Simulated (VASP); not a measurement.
A run of VASP 6.6.1:

File INCAR:

```
SYSTEM = Ta2C
ALGO = Normal
EDIFF = 1E-6
ENCUT = 520
GGA = PS
ISIF = 2
ISMEAR = 0
LASPH = .TRUE.
LCHARG = .FALSE.
LREAL = .FALSE.
LWAVE = .FALSE.
NBANDS = 20
NELM = 100
PREC = Accurate
SIGMA = 0.1
```

File KPOINTS:

```
k-points
0
G
  18 18 8
  0 0 0
```

Contents of POSCAR:

```
Ta2C
1.0
    3.1556893276      0.0000000000      0.0000000000
   -1.5778446638      2.7329071242      0.0000000000
    0.0000000000      0.0000000000      5.0186109041
Ta C
2 1
Direct
    0.3333333333      0.6666666667      0.2492641421
    0.6666666667      0.3333333333      0.7507358579
    0.0000000000      0.0000000000      0.0000000000
```

Potentials or basis: VASP PAW PBE potentials, release 64 (Ta_pv, C).

Run with:

```sh
$ cat potpaw_PBE.64/Ta_pv/POTCAR potpaw_PBE.64/C/POTCAR > POTCAR
$ mpirun -np 1 vasp_std > vasp.out
```

Hardware: 1 thread of Intel Xeon 8259CL, on a shared host.

Problem. Estimate the wall time of this run.

Solution. It took 7.4 min on 1 thread of Intel Xeon 8259CL, on a shared host, peak memory 0.29 GiB. Counts: scf iterations 13, k points 266.
